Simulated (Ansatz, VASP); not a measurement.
## One calculation of Co, two programs

The input INCAR:

```
  PREC = Accurate
  ENCUT = 520
  EDIFF = 1E-6
  ISMEAR = -1
  SIGMA = 0.05
  LREAL = False
  LASPH = True
  NELM = 150
  ALGO = Normal
  ISIF = 2
  LWAVE = False
  LCHARG = False
  ISPIN = 2
  MAGMOM = 3.2 3.2
  LORBIT = 11
  LMAXMIX = 4
  NBANDS = 20
```

Contents of KPOINTS:

```
regular mesh
0
Gamma
  14 14 8
```

Contents of POSCAR:

```
Co
1.0
    2.4873648700      0.0000000000      0.0000000000
   -1.2436824400      2.1541211700      0.0000000000
    0.0000000000      0.0000000000      4.0632895000
Co
2
Direct
    0.6666666700      0.3333333300      0.2598610000
    0.3333333300      0.6666666700      0.7401390000
```

Input for Ansatz:

```yaml
crystal:
  lattice:
    - [2.48736487, 0.0, 0.0]
    - [-1.24368244, 2.15412117, 0.0]
    - [0.0, 0.0, 4.0632895]
  atoms:
    - { symbol: Co, position: [0.66666667, 0.33333333, 0.259861] }
    - { symbol: Co, position: [0.33333333, 0.66666667, 0.740139] }
basis:
  ecutwfc: 470.0
kpoints:
  mp_grid:
    grid: [14, 14, 8]
hamiltonian:
  xc: lda
  pseudopotentials:
    kind: paw
magnetization:
  spin_polarized: true
  per_species:
    Co: 3.2
scf:
  occupations:
    method: fermi_dirac
    width: 0.05
```

Alike in both runs: task single point; functional LDA; k mesh 14 × 14 × 8; occupations fermi-dirac, width 0.05 eV; collinear spin.

```csv
,VASP,Ansatz
version,VASP 6.6.1,Ansatz 0.2.0
potentials or method,"VASP PAW LDA potentials, release 64 (Co), cutoff 520 eV","plane waves, PAW"
valence electrons in the cell,18,34
```

Ansatz gave:

* net moment per atom (μB): 1.55
* size of the moment on the site where the two differ most (μB): 1.61

Estimate VASP's values.

net moment per atom (μB): 1.53; size of the moment on the site where the two differ most (μB): 1.53.

LDA's correlation is that of Perdew and Zunger in VASP and of Perdew and Wang (1992) in Ansatz. Site moments also hang on the region over which each program counts them. VASP's potentials hold 18 valence electrons a cell and Ansatz's 34, so a difference there can come from the potentials and not from the codes. Ansatz's warnings: given moment on shells.
